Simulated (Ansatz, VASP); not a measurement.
One calculation of Be2BiSb3, two programs

```xyz
6
Lattice="6.6527 0.0000 0.0000 -3.3263 5.7614 0.0000 0.0000 0.0000 3.6060" Properties=species:S:1:pos:R:3 pbc="T T T"
Be    0.0000    3.8409    0.0000
Be    3.3263    1.9205    0.0000
Sb    3.3263    0.0000    1.8030
Sb    1.6632    2.8807    1.8030
Sb   -1.6632    2.8807    1.8030
Bi    0.0000    0.0000    0.0000
```

Change from the starting cell: species swapped into the CeCo3B2 type (P6/mmm, No. 191).

Alike in both runs: functional PBE; k mesh 3 × 3 × 6; occupations gaussian, width 0.1 eV; no spin polarisation.

Ansatz relaxed the structure, and its values are those at the end. VASP's run is a single point on that final structure, the one shown.

```csv
,VASP,Ansatz
version,VASP 6.6.1,Ansatz 0.2.0
potentials or method,"VASP PAW PBE potentials, release 64 (Be, Sb, Bi_d), cutoff 520 eV","scalar-relativistic, plane waves, PAW"
valence electrons in the cell,34,64
```

```tsv
	VASP	Ansatz	Ansatz less VASP
gap on the k mesh at the Fermi level (eV)	none	none	-
pressure (GPa)	0.0	0.0	-0.05
```

A gap of «none» marks a metal or a gap that the smearing closes. VASP's potentials hold 34 valence electrons a cell and Ansatz's 64, so a difference there can come from the potentials and not from the codes.

The k mesh is coarse, so the values compare programs but aren't converged. Spin-orbit coupling is off throughout.
